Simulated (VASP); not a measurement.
# Si3N4 (P6_3/m) in VASP: notebook

The runs below take Si3N4 through single point, with PBE.

Everything below comes from runs of VASP 6.6.1. Logs are shortened: lines on timing, memory, paths and dates and some standing lists are left out, and cuts for length are marked.

### Step 1. The cell of the first run

It takes space group P6_3/m (No. 176, hexagonal). The conventional cell has a = 7.544 Å, b = 7.544 Å, c = 2.883 Å, α = 90.00°, β = 90.00°, γ = 120.00°. Si (site symmetry m) has 4 N at 1.72 Å within 2.3 Å. N (site symmetry m) has 3 Si at 1.72 Å within 2.3 Å. Within 2.3 Å of N (site symmetry -6) lie 3 Si at 1.72 Å.

### Step 2. Single point, PBE (10.15 Å³/atom)

The input, INCAR:

```
SYSTEM = Si3N4
PREC = Accurate ; ENCUT = 520
EDIFF = 1E-6 ; ISMEAR = -1
SIGMA = 0.02 ; LREAL = .False.
LASPH = .True. ; NELM = 100
ALGO = Normal ; ISIF = 2
LWAVE = .False. ; LCHARG = .False.
GGA = PE ; NBANDS = 45
```

The input, KPOINTS:

```
Automatic mesh
0
Gamma
  4 4 10
  0 0 0
```

The input, POSCAR:

```
Si3N4
1.0
    7.5440253097      0.0000000000      0.0000000000
   -3.7720126549      6.5333175650      0.0000000000
    0.0000000000      0.0000000000      2.8828208896
Si N
6 8
Direct
    0.7660037270      0.1722997403      0.3256288350
    0.5937039867      0.7660037270      0.8256288350
    0.8277002597      0.5937039867      0.3256288350
    0.2339962730      0.8277002597      0.8256288350
    0.4062960133      0.2339962730      0.3256288350
    0.1722997403      0.4062960133      0.8256288350
    0.0281437094      0.3293603013      0.3256284965
    0.6987834081      0.0281437094      0.8256284965
    0.6706396987      0.6987834081      0.3256284965
    0.9718562906      0.6706396987      0.8256284965
    0.3012165919      0.9718562906      0.3256284965
    0.3293603013      0.3012165919      0.8256284965
    0.3333333333      0.6666666667     -0.1743719943
    0.6666666667      0.3333333333      0.3256280057
```

Potentials or basis: VASP PAW PBE potentials, release 64 (Si, N).

Started as:

```console
> cat potpaw_PBE.64/Si/POTCAR potpaw_PBE.64/N/POTCAR > POTCAR
> mpirun -np 1 vasp_std > vasp.out
```

OUTCAR:

```text
SYSTEM = Si3N4
   PREC = Accurate
   ENCUT = 520
   EDIFF = 1E-6
   ISMEAR = -1
   LREAL = .False.
   LASPH = .True.
   NELM = 100
   ISIF = 2
   GGA = PE

 ion  position               nearest neighbor table
   1  0.766  0.172  0.326-  14 1.72   8 1.72   8 1.72   7 1.72   5 2.97   3 2.97   6 3.03   6 3.03
                             2 3.03   2 3.03
   2  0.594  0.766  0.826-  13 1.72   9 1.72   9 1.72   8 1.72   6 2.97   4 2.97   1 3.03   1 3.03
                             3 3.03   3 3.03
   3  0.828  0.594  0.326-  14 1.72  10 1.72  10 1.72   9 1.72   5 2.97   1 2.97   4 3.03   4 3.03
                             2 3.03   2 3.03
   4  0.234  0.828  0.826-  13 1.72  11 1.72  11 1.72  10 1.72   2 2.97   6 2.97   3 3.03   3 3.03
                             5 3.03   5 3.03
   5  0.406  0.234  0.326-  14 1.72  12 1.72  12 1.72  11 1.72   3 2.97   1 2.97   4 3.03   4 3.03
                             6 3.03   6 3.03
   6  0.172  0.406  0.826-  13 1.72   7 1.72   7 1.72  12 1.72   2 2.97   4 2.97   1 3.03   1 3.03
                             5 3.03   5 3.03
   7  0.028  0.329  0.326-   6 1.72   6 1.72   1 1.72
   8  0.699  0.028  0.826-   1 1.72   1 1.72   2 1.72
   9  0.671  0.699  0.326-   2 1.72   2 1.72   3 1.72
  10  0.972  0.671  0.826-   3 1.72   3 1.72   4 1.72
  11  0.301  0.972  0.326-   4 1.72   4 1.72   5 1.72
  12  0.329  0.301  0.826-   5 1.72   5 1.72   6 1.72
  13  0.333  0.667  0.826-   4 1.72   6 1.72   2 1.72
  14  0.667  0.333  0.326-   1 1.72   3 1.72   5 1.72

  LATTYP: Found a hexagonal cell.
 ALAT       =     7.5440253097
 C/A-ratio  =     0.3821329822

  Lattice vectors:

 A1 = (   7.5440253097,   0.0000000000,   0.0000000000)
 A2 = (  -3.7720126549,   6.5333175650,   0.0000000000)
 A3 = (   0.0000000000,   0.0000000000,   2.8828208896)

Analysis of symmetry for initial positions (statically):
=====================================================================
 Subroutine PRICEL returns:
 Original cell was already a primitive cell.

 Routine SETGRP: Setting up the symmetry group for a
 hexagonal supercell.

 Subroutine GETGRP returns: Found 12 space group operations
 (whereof  3 operations were pure point group operations)
 out of a pool of 24 trial point group operations.

The static configuration has the point symmetry C_3 .
 The point group associated with its full space group is C_6h.

Analysis of symmetry for dynamics (positions and initial velocities):
=====================================================================
 Subroutine PRICEL returns:
 Original cell was already a primitive cell.

 Routine SETGRP: Setting up the symmetry group for a
 hexagonal supercell.

 Subroutine GETGRP returns: Found 12 space group operations
 (whereof  3 operations were pure point group operations)
 out of a pool of 24 trial point group operations.

The dynamic configuration has the point symmetry C_3 .
 The point group associated with its full space group is C_6h.

 Subroutine INISYM returns: Found 12 space group operations
 (whereof  3 operations are pure point group operations),
 and found     1 'primitive' translations

----------------------------------------------------------------------------------------

                                     Primitive cell

  volume of cell :     142.0871

  direct lattice vectors                    reciprocal lattice vectors
     7.544025310  0.000000000  0.000000000     0.132555229  0.076530797  0.000000000
    -3.772012655  6.533317565  0.000000000     0.000000000  0.153061594  0.000000000
     0.000000000  0.000000000  2.882820890     0.000000000  0.000000000  0.346882459

  length of vectors
     7.544025310  7.544025310  2.882820890     0.153061594  0.153061594  0.346882459

  position of ions in fractional coordinates (direct lattice)
     0.766003727  0.172299740  0.325628835
     0.593703987  0.766003727  0.825628835
     0.827700260  0.593703987  0.325628835
     0.233996273  0.827700260  0.825628835
     0.406296013  0.233996273  0.325628835
     0.172299740  0.406296013  0.825628835
     0.028143709  0.329360301  0.325628497
     0.698783408  0.028143709  0.825628497
     0.670639699  0.698783408  0.325628497
     0.971856291  0.670639699  0.825628497
     0.301216592  0.971856291  0.325628497
     0.329360301  0.301216592  0.825628497
     0.333333333  0.666666667  0.825628006
     0.666666667  0.333333333  0.325628006

  ion indices of the primitive-cell ions
   primitive index   ion index
                 1           1
                 2           2
                 3           3
                 4           4
                 5           5
                 6           6
                 7           7
                 8           8
                 9           9
                10          10
                11          11
                12          12
                13          13
                14          14

----------------------------------------------------------------------------------------

 KPOINTS: Automatic mesh

Automatic generation of k-mesh.
 Grid dimensions read from file:
 generate k-points for:    4    4   10

 Generating k-lattice:

  Cartesian coordinates                     Fractional coordinates (reciprocal lattice)
     0.033138807  0.019132699  0.000000000     0.250000000  0.000000000  0.000000000
     0.000000000  0.038265398  0.000000000     0.000000000  0.250000000  0.000000000
     0.000000000  0.000000000  0.034688246     0.000000000  0.000000000  0.100000000

  Length of vectors
     0.038265398  0.038265398  0.034688246

  Shift w.r.t. Gamma in fractional coordinates (k-lattice)
     0.000000000  0.000000000  0.000000000

 Subroutine IBZKPT returns following result:
 ===========================================

 Found     24 irreducible k-points:

 Following reciprocal coordinates:
            Coordinates               Weight
  0.000000  0.000000  0.000000      1.000000
  0.250000  0.000000  0.000000      6.000000
  0.500000  0.000000  0.000000      3.000000
  0.250000  0.250000  0.000000      6.000000
  0.000000  0.000000  0.100000      2.000000
  0.250000  0.000000  0.100000     12.000000
[... 16 lines left out ...]
  0.500000  0.000000  0.500000      3.000000
  0.250000  0.250000  0.500000      6.000000
   k-points           NKPTS =     24   k-points in BZ     NKDIM =     24   number of bands    NBANDS=     45
   number of dos      NEDOS =    301   number of ions     NIONS =     14
   total plane-waves  NPLWV =  75264
   dimension x,y,z NGX =    56 NGY =   56 NGZ =   24
   dimension x,y,z NGXF=   112 NGYF=  112 NGZF=   48
   ions per type =               6   8
   NGX,Y,Z   is equivalent  to a cutoff of  12.34, 12.34, 13.84 a.u.
   NGXF,Y,Z  is equivalent  to a cutoff of  24.68, 24.68, 27.68 a.u.
 SYSTEM =  Si3N4
   PREC   = accura    normal or accurate (medium, high low for compatibility)
   ISTART =      0    job   : 0-new  1-cont  2-samecut
   ICHARG =      2    charge: 1-file 2-atom 10-const
   ISPIN  =      1    spin polarized calculation?
   LNONCOLLINEAR =      F non collinear calculations
   LSORBIT =      F    spin-orbit coupling
   LASPH  =      T    aspherical Exc in radial PAW
   ENCUT  =  520.0 eV  38.22 Ry    6.18 a.u.  14.03 14.03  5.36*2*pi/ulx,y,z
   NELM   =    100;   NELMIN=  2; NELMDL= -5     # of ELM steps
   EDIFF  = 0.1E-05   stopping-criterion for ELM
   LREAL  =      F    real-space projection
   EDIFFG = 0.1E-04   stopping-criterion for IOM
   NSW    =      0    number of steps for IOM
   IBRION =     -1    ionic relax: 0-MD 1-quasi-New 2-CG
   NFREE  =      0    steps in history (QN), initial steepest desc. (CG)
   ISIF   =      2    stress and relaxation
   ISYM   =      2    0-nonsym 1-usesym 2-fastsym
   POTIM  = 0.5000    time-step for ionic-motion
   TEBEG  =    0.0;   TEEND  =   0.0 temperature during run
   PSTRESS=    0.0 pullay stress
   NELECT =      64.0000    total number of electrons
   NUPDOWN=      -1.0000    fix difference up-down
   EMIN   =  10.00;   EMAX   =-10.00  energy-range for DOS
   EFERMI =   0.00;   METHOD = LEGACY
   ISMEAR =    -1;   SIGMA  =   0.02  broadening in eV -4-tet -1-fermi 0-gaus
   EFERMI_NEDOS =   21; number of points for ismear=-14 and -15
   IALGO  =     38    algorithm
   IMIX   =      4    mixing-type and parameters
     AMIX     =   0.40;   BMIX     =  1.00
     AMIX_MAG =   1.60;   BMIX_MAG =  1.00
  volume/ion in A,a.u.               =      10.15        68.49
  Fermi-wavevector in a.u.,A,eV,Ry     =   1.254922  2.371458 21.426843  1.574829
  Thomas-Fermi vector in A             =   2.388703
   LORBIT       =      0    0 simple, 1 ext, 2 COOP (PROOUT), +10 PAW based schemes
   GGA     = PE    functional components
[... 5 lines left out ...]
 non-spin polarized calculation
  energy-cutoff  :      520.00
  volume of cell :      142.09
 maximum number of plane-waves:      3854
   NGX = 29   NGY = 29   NGZ = 11

 number of electron      64.0000008 magnetization

 Free energy of the ion-electron system (eV)
  ---------------------------------------------------
  ext. energy  EPLUGINS =         0.00000000
  ---------------------------------------------------
  free energy    TOTEN  =      -114.31029882 eV

  energy without entropy =     -114.31029882  energy(sigma->0) =     -114.31029882

 E-fermi :   7.4340     XC(G=0): -10.9177

 val. band max:        7.0194390699   @ k =   0.0000   0.0000   0.2000
 cond. band min:      11.4473612016   @ k =   0.0000   0.0000   0.0000
 fundamental gap:      4.4279221317
 Fermi energy:         7.4340001568

 k-point     1 :       0.0000    0.0000    0.0000
  band No.  band energies     occupation
      1     -11.3765      2.00000
      2      -9.8633      2.00000
      3      -9.8633      2.00000
      4      -9.2066      2.00000
      5      -9.0959      2.00000
      6      -9.0959      2.00000
[... 1117 lines left out ...]
     43      14.7500      0.00000
     44      14.7500      0.00000
 [bands above 44 left out]

------------------------ aborting loop because EDIFF is reached ----------------------------------------

  FORCE on cell =-STRESS in cart. coord.  units (eV):
  Direction    XX          YY          ZZ          XY          YZ          ZX
  --------------------------------------------------------------------------------------
  -------------------------------------------------------------------------------------
  Total       10.1265169     10.1265169     10.5287222     -0.0000000     -0.0000000      0.0000000
  in kB      114.1868543    114.1868543    118.7221307     -0.0000003     -0.0000000      0.0000000
  external PRESSURE =     115.6986131 kB  Pullay stress =       0.0000000 kB

 VOLUME and BASIS-vectors are now :
 -----------------------------------------------------------------------------
  energy-cutoff  :      520.00
  volume of cell :      142.09
      direct lattice vectors                 reciprocal lattice vectors
     7.544025310  0.000000000  0.000000000     0.132555229  0.076530797  0.000000000
    -3.772012655  6.533317565  0.000000000     0.000000000  0.153061594  0.000000000
     0.000000000  0.000000000  2.882820890     0.000000000  0.000000000  0.346882459

 POSITION                                       TOTAL-FORCE (eV/Angst)
 -----------------------------------------------------------------------------------
      5.12883      1.12569      0.93873         0.006797      0.006763      0.000000
      1.58954      5.00455      2.38014        -0.002458      0.009268      0.000000
      4.00473      3.87886      0.93873        -0.009255      0.002505      0.000000
     -1.35682      5.40763      2.38014        -0.006797     -0.006763      0.000000
      2.18247      1.52877      0.93873         0.002458     -0.009268      0.000000
     -0.23272      2.65446      2.38014         0.009255     -0.002505      0.000000
     -1.03003      2.15182      0.93873        -0.006134     -0.006967     -0.000000
      5.16548      0.18387      2.38014         0.002967     -0.008796      0.000000
      2.42350      4.56537      0.93873         0.009101     -0.001828      0.000000
      4.80205      4.38150      2.38014         0.006134      0.006967      0.000000
     -1.39347      6.34945      0.93873        -0.002967      0.008796     -0.000000
      1.34851      1.96794      2.38014        -0.009101      0.001828      0.000000
     -0.00000      4.35555      2.38014        -0.000000      0.000000      0.000000
      3.77201      2.17777      0.93873         0.000000      0.000000      0.000000
 -----------------------------------------------------------------------------------
    total drift:                                0.000000      0.000000      0.007808

  FREE ENERGIE OF THE ION-ELECTRON SYSTEM (eV)
  ---------------------------------------------------
  free  energy   TOTEN  =      -114.3102988172 eV

  energy  without entropy=     -114.3102988172  energy(sigma->0) =     -114.31029882
```

Run time: 1.7 min. Hardware: 1 thread of AMD EPYC 9R45 (Zen 5), shared host; peak memory 0.28 GiB.

Results:

```yaml
Free_energy: -114.3103 eV
Pressure: 11.6 GPa
Largest_force: 0.010 eV/Å
Band_gap_on_the_k_mesh: 4.43 eV (least direct gap 4.62 eV)
```

Forces on the atoms (eV/Å):
```
Si   0.007  0.007  0.000
Si  -0.002  0.009  0.000
Si  -0.009  0.003  0.000
Si  -0.007 -0.007  0.000
Si   0.002 -0.009  0.000
Si   0.009 -0.003  0.000
N   -0.006 -0.007  0.000
N    0.003 -0.009  0.000
N    0.009 -0.002  0.000
N    0.006  0.007  0.000
N   -0.003  0.009  0.000
N   -0.009  0.002  0.000
N    0.000  0.000  0.000
N    0.000  0.000  0.000
```

Stress tensor (GPa, compression positive):
```
11.42  0.00  0.00
 0.00 11.42  0.00
 0.00  0.00 11.87
```

Caveat: the cell stands under pressure.

(Continued in part 2 of 2.)
